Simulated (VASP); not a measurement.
HfO2:

```
Hf O
1.0
     0.00000    2.55750    2.55750
     2.55750    0.00000    2.55750
     2.55750    2.55750    0.00000
Hf O
1 2
Cartesian
  0.0000 0.0000 0.0000
  1.2788 1.2788 1.2788
  3.8363 3.8363 3.8363
```

```yaml
Program: VASP 6.6.1
Task: relaxation of cell and atoms
Functional: LDA
Potentials_or_basis: VASP PAW LDA potentials, release 64 (Hf_pv, O)
Cutoff: 600 eV
k_mesh: 5 × 5 × 5
Occupations: gaussian, width 0.01 eV
Spin: no spin polarisation
```

At the start: pressure -19.6 GPa; volume 11.15 Å³/atom.

Q: How do energy, volume and symmetry change on relaxing?

A: Over 4 steps the energy falls by 56.5 meV/atom and the volume is 10.30 Å³/atom (-7.7 %); space group Fm-3m (No. 225, to 0.1 Å) before and after.

The path:
```
step  energy change (eV)  largest force (eV/Å)  pressure (GPa)  volume (Å³)
   1              0.0000                0.0000          -19.58        33.46
   2              0.3008                0.0000           46.76        27.28
   3             -0.1692                0.0000           -0.80        30.96
   4             -0.1694                0.0000           -0.13        30.89
```

Final structure:
```cif
data_structure
_symmetry_space_group_name_H-M 'P 1'
_symmetry_Int_Tables_number 1
_cell_length_a 3.5218
_cell_length_b 3.5218
_cell_length_c 3.5218
_cell_angle_alpha 60.000
_cell_angle_beta 60.000
_cell_angle_gamma 60.000
_cell_volume 30.89
loop_
_atom_site_label
_atom_site_type_symbol
_atom_site_fract_x
_atom_site_fract_y
_atom_site_fract_z
_atom_site_occupancy
Hf1 Hf 0.00000 0.00000 0.00000 1
O1 O 0.25000 0.25000 0.25000 1
O2 O 0.75000 0.75000 0.75000 1
```

Caveat: the k points lie up to 0.44 Å⁻¹ apart in the final cell.
